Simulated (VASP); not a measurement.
Runs of VASP 6.6.1 on MnGa3. The structure is that of space group Fm-3m (No. 225), or close to it. The cells are those of the table. 

| task | spin | cell | k mesh | cutoff (eV) | gap on the mesh (eV) | pressure (GPa) | moment (μB) |
| --- | --- | --- | --- | --- | --- | --- | --- |
| relaxation of cell and atoms | off | relaxed from a = 4.493 Å, angles 60.0°, 4 atoms | 12 × 12 × 12 | 600 | none | 0.0 | - |
| single point | off | a = 4.311 Å, angles 60.0°, 4 atoms | 12 × 12 × 12 | 520 | none | 0.2 | - |
| single point | collinear, ferromagnetic start | a = 4.454 Å, angles 60.0°, 4 atoms | 6 × 6 × 6 | 520 | none | 0.2 | (b) |
| single point | collinear, ferromagnetic start | a = 4.493 Å, angles 60.0°, 4 atoms | 12 × 12 × 12 | 520 | none | 0.1 | 3.68 |
| single point | off | a = 4.493 Å, angles 60.0°, 4 atoms | 12 × 12 × 12 | 520 | none | -9.8 | - |
| single point | collinear, ferromagnetic start | a = 4.325 Å, angles 60.0°, 4 atoms | 6 × 6 × 6 | 520 | none | (a) | 3.06 |

Alike in all rows: level PBEsol; potentials or basis VASP PAW PBE potentials, release 64 (Ga_d, Mn_pv); smearing gaussian 0.1 eV.

Problem. Fill in the values left out.

Solution. (a) 8.6; (b) 3.12.

Caveats: the PAW data sets were made with another functional, which shifts forces and pressure a little; the cell stands under tension (at least some runs); the cell stands under pressure (at least some runs).

A k mesh can miss the band edges, and the runs leave out spin-orbit coupling on Ga.

A gap of «none» marks levels without a gap at the run's occupations.
